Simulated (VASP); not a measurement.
# As (Fm-3m) in VASP: further runs

The runs below take As through single point, with PBE.

Everything below comes from runs of VASP 6.6.1. Logs are shortened: lines on timing, memory, paths and dates and some standing lists are left out, and cuts for length are marked.

### Step 1. The cell of the first run

The structure is cubic, space group Fm-3m (No. 225). The conventional cell has a = 4.258 Å, b = 4.258 Å, c = 4.258 Å, α = 90.00°, β = 90.00°, γ = 90.00°. As (site symmetry m-3m) has 12 As at 3.01 Å within 4.0 Å.

### Step 2. Single point, PBE

INCAR reads:

```
PREC = Accurate
ENCUT = 520
EDIFF = 1E-6
ISMEAR = -1
SIGMA = 0.15
LREAL = False
LASPH = True
NELM = 60
ALGO = Normal
ISIF = 2
LWAVE = False
LCHARG = True
GGA = PE
LELF = True
LVHAR = True
NBANDS = 8
```

KPOINTS reads:

```
Automatic mesh
0
Gamma
  4 4 4
```

POSCAR reads:

```
As
1.0
    0.0000000000      2.1290000000      2.1290000000
    2.1290000000      0.0000000000      2.1290000000
    2.1290000000      2.1290000000      0.0000000000
As
1
Direct
    0.0000000000      0.0000000000      0.0000000000
```

Potentials or basis: VASP PAW PBE potentials, release 64 (As).

Command:

```sh
cat potpaw_PBE.64/As/POTCAR > POTCAR
mpirun -np 1 vasp_std > vasp.out
```

OUTCAR:

```text
PREC = Accurate
   ENCUT = 520
   EDIFF = 1E-6
   ISMEAR = -1
   LREAL = False
   LASPH = True
   NELM = 60
   ISIF = 2
   GGA = PE

 ion  position               nearest neighbor table
   1  0.000  0.000  0.000-

  LATTYP: Found a face centered cubic cell.
 ALAT       =     4.2580000000

  Lattice vectors:

 A1 = (   0.0000000000,   2.1290000000,   2.1290000000)
 A2 = (   2.1290000000,   0.0000000000,   2.1290000000)
 A3 = (   2.1290000000,   2.1290000000,   0.0000000000)

Analysis of symmetry for initial positions (statically):
=====================================================================
 Subroutine PRICEL returns:
 Original cell was already a primitive cell.

 Routine SETGRP: Setting up the symmetry group for a
 face centered cubic supercell.

 Subroutine GETGRP returns: Found 48 space group operations
 (whereof 48 operations were pure point group operations)
 out of a pool of 48 trial point group operations.

The static configuration has the point symmetry O_h .

Analysis of symmetry for dynamics (positions and initial velocities):
=====================================================================
 Subroutine PRICEL returns:
 Original cell was already a primitive cell.

 Routine SETGRP: Setting up the symmetry group for a
 face centered cubic supercell.

 Subroutine GETGRP returns: Found 48 space group operations
 (whereof 48 operations were pure point group operations)
 out of a pool of 48 trial point group operations.

The dynamic configuration has the point symmetry O_h .

 Subroutine INISYM returns: Found 48 space group operations
 (whereof 48 operations are pure point group operations),
 and found     1 'primitive' translations

----------------------------------------------------------------------------------------

                                     Primitive cell

  volume of cell :      19.3000

  direct lattice vectors                    reciprocal lattice vectors
     0.000000000  2.129000000  2.129000000    -0.234852043  0.234852043  0.234852043
     2.129000000  0.000000000  2.129000000     0.234852043 -0.234852043  0.234852043
     2.129000000  2.129000000  0.000000000     0.234852043  0.234852043 -0.234852043

  length of vectors
     3.010860674  3.010860674  3.010860674     0.406775671  0.406775671  0.406775671

  position of ions in fractional coordinates (direct lattice)
     0.000000000  0.000000000  0.000000000

  ion indices of the primitive-cell ions
   primitive index   ion index
                 1           1

----------------------------------------------------------------------------------------

 KPOINTS: Automatic mesh

Automatic generation of k-mesh.
 Grid dimensions read from file:
 generate k-points for:    4    4    4

 Generating k-lattice:

  Cartesian coordinates                     Fractional coordinates (reciprocal lattice)
    -0.058713011  0.058713011  0.058713011     0.250000000  0.000000000  0.000000000
     0.058713011 -0.058713011  0.058713011     0.000000000  0.250000000  0.000000000
     0.058713011  0.058713011 -0.058713011     0.000000000  0.000000000  0.250000000

  Length of vectors
     0.101693918  0.101693918  0.101693918

  Shift w.r.t. Gamma in fractional coordinates (k-lattice)
     0.000000000  0.000000000  0.000000000

 Subroutine IBZKPT returns following result:
 ===========================================

 Found      8 irreducible k-points:

 Following reciprocal coordinates:
            Coordinates               Weight
  0.000000  0.000000  0.000000      1.000000
  0.250000  0.000000  0.000000      8.000000
  0.500000  0.000000  0.000000      4.000000
  0.250000  0.250000  0.000000      6.000000
  0.500000  0.250000  0.000000     24.000000
 -0.250000  0.250000  0.000000     12.000000
  0.500000  0.500000  0.000000      3.000000
 -0.250000  0.500000  0.250000      6.000000
   k-points           NKPTS =      8   k-points in BZ     NKDIM =      8   number of bands    NBANDS=      8
   number of dos      NEDOS =    301   number of ions     NIONS =      1
   total plane-waves  NPLWV =  13824
   dimension x,y,z NGX =    24 NGY =   24 NGZ =   24
   dimension x,y,z NGXF=    48 NGYF=   48 NGZF=   48
   ions per type =               1
   NGX,Y,Z   is equivalent  to a cutoff of  13.25, 13.25, 13.25 a.u.
   NGXF,Y,Z  is equivalent  to a cutoff of  26.50, 26.50, 26.50 a.u.
 SYSTEM =  unknown system
   PREC   = accura    normal or accurate (medium, high low for compatibility)
   ISTART =      0    job   : 0-new  1-cont  2-samecut
   ICHARG =      2    charge: 1-file 2-atom 10-const
   ISPIN  =      1    spin polarized calculation?
   LNONCOLLINEAR =      F non collinear calculations
   LSORBIT =      F    spin-orbit coupling
   LASPH  =      T    aspherical Exc in radial PAW
   ENCUT  =  520.0 eV  38.22 Ry    6.18 a.u.   5.60  5.60  5.60*2*pi/ulx,y,z
   NELM   =     60;   NELMIN=  2; NELMDL= -5     # of ELM steps
   EDIFF  = 0.1E-05   stopping-criterion for ELM
   LREAL  =      F    real-space projection
   EDIFFG = 0.1E-04   stopping-criterion for IOM
   NSW    =      0    number of steps for IOM
   IBRION =     -1    ionic relax: 0-MD 1-quasi-New 2-CG
   NFREE  =      0    steps in history (QN), initial steepest desc. (CG)
   ISIF   =      2    stress and relaxation
   ISYM   =      2    0-nonsym 1-usesym 2-fastsym
   POTIM  = 0.5000    time-step for ionic-motion
   TEBEG  =    0.0;   TEEND  =   0.0 temperature during run
   PSTRESS=    0.0 pullay stress
   NELECT =       5.0000    total number of electrons
   NUPDOWN=      -1.0000    fix difference up-down
   EMIN   =  10.00;   EMAX   =-10.00  energy-range for DOS
   EFERMI =   0.00;   METHOD = LEGACY
   ISMEAR =    -1;   SIGMA  =   0.15  broadening in eV -4-tet -1-fermi 0-gaus
   EFERMI_NEDOS =   21; number of points for ismear=-14 and -15
   IALGO  =     38    algorithm
   IMIX   =      4    mixing-type and parameters
     AMIX     =   0.40;   BMIX     =  1.00
     AMIX_MAG =   1.60;   BMIX_MAG =  1.00
  volume/ion in A,a.u.               =      19.30       130.24
  Fermi-wavevector in a.u.,A,eV,Ry     =   1.043628  1.972171 14.818921  1.089160
  Thomas-Fermi vector in A             =   2.178346
   LORBIT       =      0    0 simple, 1 ext, 2 COOP (PROOUT), +10 PAW based schemes
   GGA     = PE    functional components
   LHFCALC =     F    Hartree Fock is set to
   AEXX    =    0.0000 exact exchange contribution
   IVDW    =     0    specifies the selected vdW correction
   LEPSILON=     F    determine dielectric tensor
   LRPA    =     F    only Hartree local field effects (RPA)
 non-spin polarized calculation
  energy-cutoff  :      520.00
  volume of cell :       19.30
 maximum number of plane-waves:       531
 NGX is ok and might be reduce to    24
   NGX = 11   NGY = 11   NGZ = 11

 number of electron       5.0000001 magnetization

 Free energy of the ion-electron system (eV)
  ---------------------------------------------------
  ext. energy  EPLUGINS =         0.00000000
  ---------------------------------------------------
  free energy    TOTEN  =        -4.22672532 eV

  energy without entropy =       -4.13804188  energy(sigma->0) =       -4.18238360

 E-fermi :   5.6395     XC(G=0): -10.7305

 val. band max:        5.5254863679   @ k =   0.5000   0.2500   0.0000
 cond. band min:       6.8995417092   @ k =   0.5000   0.5000   0.0000
 fundamental gap:      1.3740553413
 Fermi energy:         5.6395194846

 k-point     1 :       0.0000    0.0000    0.0000
  band No.  band energies     occupation
      1      -8.6564      2.00000
      2      12.0208      0.00000
      3      12.0208      0.00000
      4      12.0208      0.00000
      5      18.6834      0.00000
      6      18.6834      0.00000
      7      18.6834      0.00000
      8      20.2297      0.00000

 k-point     2 :       0.2500    0.0000    0.0000
  band No.  band energies     occupation
      1      -7.2315      2.00000
      2       5.3949      1.67259
      3      10.9929      0.00000
      4      10.9929      0.00000
      5      16.5983      0.00000
      6      19.2378      0.00000
      7      19.2378      0.00000
      8      22.0743      0.00000

 k-point     3 :       0.5000    0.0000    0.0000
  band No.  band energies     occupation
      1      -4.3348      2.00000
      2      -0.2753      2.00000
      3      10.3367      0.00000
      4      10.3367      0.00000
      5      16.0205      0.00000
      6      17.6349      0.00000
      7      17.6349      0.00000
      8      19.9819      0.00000

 k-point     4 :       0.2500    0.2500    0.0000
  band No.  band energies     occupation
      1      -6.7485      2.00000
      2       7.1072      0.00011
      3       8.7355      0.00000
      4       8.7355      0.00000
      5      13.9610      0.00000
      6      14.9702      0.00000
      7      24.2123      0.00000
      8      24.2123      0.00000

 k-point     5 :       0.5000    0.2500    0.0000
  band No.  band energies     occupation
      1      -3.8654      2.00000
      2       1.7681      2.00000
      3       5.5255      1.36280
      4       8.2100      0.00000
      5      13.3073      0.00000
      6      18.6028      0.00000
      7      22.4709      0.00000
      8      23.3898      0.00000

 k-point     6 :      -0.2500    0.2500    0.0000
  band No.  band energies     occupation
      1      -5.0124      2.00000
      2       3.4478      2.00000
      3       4.7667      1.99408
      4      10.0442      0.00000
      5      15.4575      0.00000
      6      20.7075      0.00000
      7      20.7432      0.00000
      8      22.3753      0.00000

 k-point     7 :       0.5000    0.5000    0.0000
  band No.  band energies     occupation
      1      -2.5150      2.00000
      2       0.7973      2.00000
      3       6.8995      0.00045
      4       6.8995      0.00045
      5      11.4010      0.00000
      6      12.0439      0.00000
      7      30.2857      0.00000
      8      31.6383      0.00000

 k-point     8 :      -0.2500    0.5000    0.2500
  band No.  band energies     occupation
      1      -2.2270      2.00000
      2       2.8007      2.00000
      3       2.8007      2.00000
      4       4.6821      1.99663
      5      17.1812      0.00000
      6      19.8320      0.00000
      7      19.8320      0.00000
      8      21.4512      0.00000

------------------------ aborting loop because EDIFF is reached ----------------------------------------

  FORCE on cell =-STRESS in cart. coord.  units (eV):
  Direction    XX          YY          ZZ          XY          YZ          ZX
  --------------------------------------------------------------------------------------
  -------------------------------------------------------------------------------------
  Total       -0.3579462     -0.3579462     -0.3579462     -0.0000000     -0.0000000      0.0000000
  in kB      -29.7147009    -29.7147009    -29.7147009     -0.0000000     -0.0000000      0.0000000
  external PRESSURE =     -29.7147009 kB  Pullay stress =       0.0000000 kB

 VOLUME and BASIS-vectors are now :
 -----------------------------------------------------------------------------
  energy-cutoff  :      520.00
  volume of cell :       19.30
      direct lattice vectors                 reciprocal lattice vectors
     0.000000000  2.129000000  2.129000000    -0.234852043  0.234852043  0.234852043
     2.129000000  0.000000000  2.129000000     0.234852043 -0.234852043  0.234852043
     2.129000000  2.129000000  0.000000000     0.234852043  0.234852043 -0.234852043

 POSITION                                       TOTAL-FORCE (eV/Angst)
 -----------------------------------------------------------------------------------
      0.00000      0.00000      0.00000        -0.000000     -0.000000     -0.000000
 -----------------------------------------------------------------------------------
    total drift:                                0.000000      0.000000     -0.000000

  FREE ENERGIE OF THE ION-ELECTRON SYSTEM (eV)
  ---------------------------------------------------
  free  energy   TOTEN  =        -4.2267253177 eV

  energy  without entropy=       -4.1380418826  energy(sigma->0) =       -4.18238360
```

Run time: 2.8 s. Hardware: 1 thread of Intel Xeon Platinum 8375C at 2.90GHz (Ice Lake), shared host; peak memory 0.13 GiB.

What came out:

| Item | Value |
| --- | --- |
| Free energy | -4.2267 eV |
| Pressure | -3.0 GPa |

Caveat: the k points lie up to 0.64 Å⁻¹ apart.

### Step 3. Single point, PBE

INCAR reads:

```
SYSTEM = As
PREC = Accurate
ENCUT = 520
EDIFF = 1E-6
ISMEAR = -1
SIGMA = 0.15
LREAL = .False.
LASPH = .True.
NELM = 100
ALGO = Normal
ISIF = 2
LWAVE = .False.
LCHARG = .True.
GGA = PE
LELF = .True.
LVHAR = .True.
NBANDS = 8
```

KPOINTS reads:

```
Automatic mesh
0
Gamma
  4 4 4
  0 0 0
```

POSCAR is that of step 2.

Potentials or basis: VASP PAW PBE potentials, release 64 (As).

Command:

```sh
cat potpaw_PBE.64/As/POTCAR > POTCAR
mpirun -np 1 vasp_std > vasp.out
```

It took 3.3 s on 1 thread of Intel Xeon Platinum 8375C at 2.90GHz (Ice Lake), shared host; peak memory 0.13 GiB.

Results (log left out):

```
Free energy : -4.2267 eV
Pressure    : -3.0 GPa
```

Levels at points of the mesh, in eV from the Fermi level:
```csv
k point,band 1,band 2,band 3,band 4,band 5,band 6
"(0.00, 0.00, 0.00)",-14.30,6.38,6.38,6.38,13.04,13.04
"(0.50, 0.00, 0.00)",-9.97,-5.91,4.70,4.70,10.38,12.00
"(0.50, 0.50, 0.00)",-8.15,-4.84,1.26,1.26,5.76,6.40
```

Caveat: the k points lie up to 0.64 Å⁻¹ apart.

(Continued in part 2 of 3.)
